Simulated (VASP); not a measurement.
Write the native input for VASP 6.6.1 that does the following.

```yaml
Task: single point
Functional: PBEsol
Potentials_or_basis: VASP PAW PBE potentials, release 64 (Cu_sv_GW, O)
Cutoff: 820 eV
k_mesh: 7 × 7 × 4
Occupations: gaussian, width 0.05 eV
Spin: no spin polarisation
Dipole_correction: no
Further_INCAR_settings: ALGO = Normal; EDIFF = 1e-06; NBANDS = 33
```

The structure of CuO lies in POSCAR:

```
CuO
1.0
    2.8795009639      0.0000000000      0.0000000000
    0.0390727580      2.8792794796      0.0000000000
    0.0174953863      0.0172449008      5.1763391994
Cu O
2 2
Direct
    0.5000000000      0.0000000000      0.5000000000
    0.0000000000      0.5000000000      0.0000000000
    0.0015760300      0.9983282200      0.2501129000
    0.9984239700      0.0016717800      0.7498871000
```

The input as run:

INCAR

```
PREC     = Accurate       # precision mode
ENCUT    = 820            # plane-wave cutoff, eV
EDIFF    = 1E-6           # SCF threshold, eV
ISMEAR   = 0              # smearing method
SIGMA    = 0.05           # smearing width, eV
LREAL    = False          # projectors in reciprocal space
LASPH    = True           # aspherical terms in the spheres
NELM     = 120            # most SCF steps
ALGO     = Normal         # electronic algorithm
ISIF     = 2              # what is computed and relaxed
LWAVE    = False          # write WAVECAR
LCHARG   = False          # write CHGCAR
GGA      = PS             # functional
NBANDS   = 33             # bands
GGA_COMPAT= False
```

KPOINTS

```
Automatic mesh
0
Gamma
  7 7 4
```

Potentials or basis: VASP PAW PBE potentials, release 64 (Cu_sv_GW, O).

Launch:

```console
$ cat potpaw_PBE.64/Cu_sv_GW/POTCAR potpaw_PBE.64/O/POTCAR > POTCAR
$ mpirun -np 1 vasp_std > vasp.out
```

Results of the run:

```json
{
  "Pressure": "-2.5 GPa",
  "Largest force": "0.013 eV/Å",
  "Band gap on the k mesh": "zero (bands 25 and 26 overlap by 1.12 eV)"
}
```

Caveat: the PAW data sets were made with another functional, which shifts forces and pressure a little; semilocal functionals often make such compounds metallic where correlation or magnetic order opens a gap, which also shifts bond lengths.

Run time: 3.2 min on 1 thread of Intel(R) Xeon(R) 6975P-C (Granite Rapids) (shared host), peak memory 0.39 GiB.
